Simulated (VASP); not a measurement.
Si2BN: single point with PBE

The system is Si2BN.

```
CELL_PARAMETERS angstrom
5.03869 0.00000 0.00000
-2.51934 4.36363 0.00000
0.00000 0.00000 2.61857
ATOMIC_POSITIONS crystal
Si 0.33333 0.66667 0.00000
Si 0.66667 0.33333 0.00000
B 0.00000 0.00000 0.50000
N 0.00000 0.00000 0.00000
```

The cell was generated, and may not be a known phase.

```json
{
 "Program": "VASP 6.6.1",
 "Task": "single point",
 "Functional": "PBE",
 "Potentials or basis": "VASP PAW PBE potentials, release 64 (Si, B, N)",
 "Cutoff": "520 eV",
 "k mesh": "12 × 12 × 18",
 "Occupations": "gaussian, width 0.1 eV",
 "Spin": "no spin polarisation"
}
```

The pressure is -0.2 GPa and the band gap on the k mesh is zero (bands 8 and 9 overlap by 2.80 eV).

Stress tensor (GPa, compression positive):
```
-0.07  0.00  0.00
 0.00 -0.07  0.00
 0.00  0.00 -0.48
```

Levels at points of the mesh, in eV from the Fermi level:
```tsv
k point	band 5	band 6	band 7	band 8	band 9	band 10	band 11	band 12
(0.00, 0.00, 0.00)	-7.32	-6.35	-3.30	-3.30	2.61	2.61	5.76	8.09
(0.50, 0.00, 0.00)	-7.70	-5.39	-1.99	-1.49	2.21	2.32	5.12	7.37
(0.00, 0.00, 0.50)	-3.98	-3.98	-1.51	-1.11	0.09	0.09	0.18	0.18
(0.50, 0.00, 0.50)	-4.27	-3.96	-2.92	-1.99	-0.38	1.05	1.77	2.40
```

It took 78 s on 1 thread of Intel(R) Xeon(R) 6975P-C (Granite Rapids), with other jobs on the host, peak memory 0.3 GiB.
